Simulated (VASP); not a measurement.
Set up this calculation in VASP 6.6.1, as the native input.

```
Task                   : single point
Functional             : RPBE
Potentials or basis    : VASP PAW PBE potentials, release 64 (Co, O)
Cutoff                 : 520 eV
k mesh                 : 11 × 11 × 11
Occupations            : fermi-dirac, width 0.05 eV
Spin                   : collinear spin, ferromagnetic start
Starting moments       : [2.0, 0.0] μB
Dipole correction      : no
Further INCAR settings : ALGO = Normal; EDIFF = 1e-07; NBANDS = 18
```

The structure of CoO lies in POSCAR:

```
CoO
1.0
    0.0000000000      2.1492132896      2.1492132896
    2.1492132896      0.0000000000      2.1492132896
    2.1492132896      2.1492132896      0.0000000000
Co O
1 1
Direct
    0.0000000000      0.0000000000      0.0000000000
    0.5000000000      0.5000000000      0.5000000000
```

The input as run:

INCAR

```
SYSTEM = CoO
PREC = Accurate ; ENCUT = 520
EDIFF = 1E-7 ; ISMEAR = -1
SIGMA = 0.05 ; LREAL = .False.
LASPH = .True. ; NELM = 150
ALGO = Normal ; ISIF = 2
LWAVE = .False. ; LCHARG = .False.
ISPIN = 2 ; MAGMOM = 2 0
LORBIT = 11 ; LMAXMIX = 4
GGA = RP ; NBANDS = 18
```

KPOINTS

```
Automatic mesh
0
Gamma
  11 11 11
  0 0 0
```

Potentials or basis: VASP PAW PBE potentials, release 64 (Co, O).

Run with:

```console
$ cat potpaw_PBE.64/Co/POTCAR potpaw_PBE.64/O/POTCAR > POTCAR
$ mpirun -np 1 vasp_std > vasp.out
```

Results of the run:

```json
{
 "Pressure": "-0.3 GPa",
 "Band gap on the k mesh": "zero (filled and empty bands overlap)",
 "Net moment": "2.97 μB per cell",
 "Site moments": "Co +2.61; O +0.31 μB",
 "Valence electrons inside the program's atomic spheres": "Co 7.74; O 4.98"
}
```

Caveat: the PAW data sets were made with another functional, which shifts forces and pressure a little; a cell with one magnetic atom can't hold antiferromagnetic order, which such compounds often take; semilocal functionals often make such compounds metallic where correlation or magnetic order opens a gap, which also shifts bond lengths.

Wall time 33 s on 1 thread of Intel(R) Xeon(R) Platinum 8259CL CPU @ 2.50GHz (Skylake/Cascade Lake), with other jobs on the host, peak memory 0.16 GiB.
